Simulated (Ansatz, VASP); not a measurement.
# One calculation of WS2, two programs

The input POSCAR:

```
WS2
1.0
    3.1530000000      0.0000000000      0.0000000000
   -1.5765000000      2.7305780981      0.0000000000
    0.0000000000      0.0000000000     30.0799999992
S W
2 1
Direct
    0.6666666667      0.3333333333      0.2989245372
    0.6666666667      0.3333333333      0.4038680160
    0.3333333333      0.6666666667      0.3513962766
```

Contents of INCAR.step1:

```
SYSTEM = WS2
  ALGO = Normal
  DIPOL = 0.5 0.5 0.351
  EDIFF = 1E-4
  ENCUT = 520
  GGA = PE
  IDIPOL = 3
  ISMEAR = 0
  LASPH = .True.
  LCHARG = .False.
  LDIPOL = .True.
  LREAL = .False.
  LWAVE = .True.
  NBANDS = 20
  NELM = 60
  PREC = Accurate
  SIGMA = 0.02
```

The input INCAR.step2:

```
SYSTEM = WS2
  ALGO = Normal
  DIPOL = 0.5 0.5 0.351
  EDIFF = 1E-6
  ENCUT = 520
  IDIPOL = 3
  ISIF = 2
  ISMEAR = 0
  ISTART = 1
  LASPH = .True.
  LCHARG = .True.
  LDIPOL = .True.
  LELF = .True.
  LMIXTAU = .True.
  LREAL = .False.
  LVACPOTAV = .True.
  LVHAR = .True.
  LWAVE = .False.
  METAGGA = R2SCAN
  NBANDS = 20
  NELM = 60
  PREC = Accurate
  SIGMA = 0.02
```

Contents of KPOINTS:

```
k-points
0
Gamma
  12 12 1
  0 0 0
```

Input for Ansatz:

```yaml
crystal:
  lattice:
    - [3.153, 0.0, 0.0]
    - [-1.5765, 2.7305780981, 0.0]
    - [0.0, 0.0, 30.0799999992]
  atoms:
    - { symbol: S, position: [0.6666666667, 0.3333333333, 0.2989245372] }
    - { symbol: W, position: [0.3333333333, 0.6666666667, 0.3513962766] }
    - { symbol: S, position: [0.6666666667, 0.3333333333, 0.403868016] }
  periodic: [true, true, false]
scf:
  occupations: { method: gaussian, width: 0.02 }
  n_extra_bands: 8
output:
  eigenvalues: true
  write_density: true
  write_potential: true
  elf: true
  volumetric_format: npy
kpoints:
  mp_grid: { grid: [12, 12, 1] }
hamiltonian:
  xc: r2scan
```

Alike in both runs: task single point; functional r2SCAN; k mesh 12 × 12 × 1; occupations gaussian, width 0.02 eV; no spin polarisation.

|  | VASP | Ansatz |
| --- | --- | --- |
| version | VASP 6.6.1 | Ansatz 0.2.0 |
| potentials or method | VASP PAW PBE potentials, release 64 (S, W_sv) | scalar-relativistic, plane waves, PAW |
| plane-wave cutoff (eV) | 520 | 500 |
| valence electrons in the cell | 26 | 26 |

|  | VASP | Ansatz | Ansatz less VASP |
| --- | --- | --- | --- |
| gap on the k mesh at the Fermi level (eV) | 2.08 | 2.08 | -0.004 |
| least direct gap on the mesh (eV) | 2.08 | 2.08 | -0.004 |

VASP's potentials were made for PBE, not for r2SCAN. Ansatz's warnings: xc potential rough in thin density.

Spin-orbit coupling is off throughout.
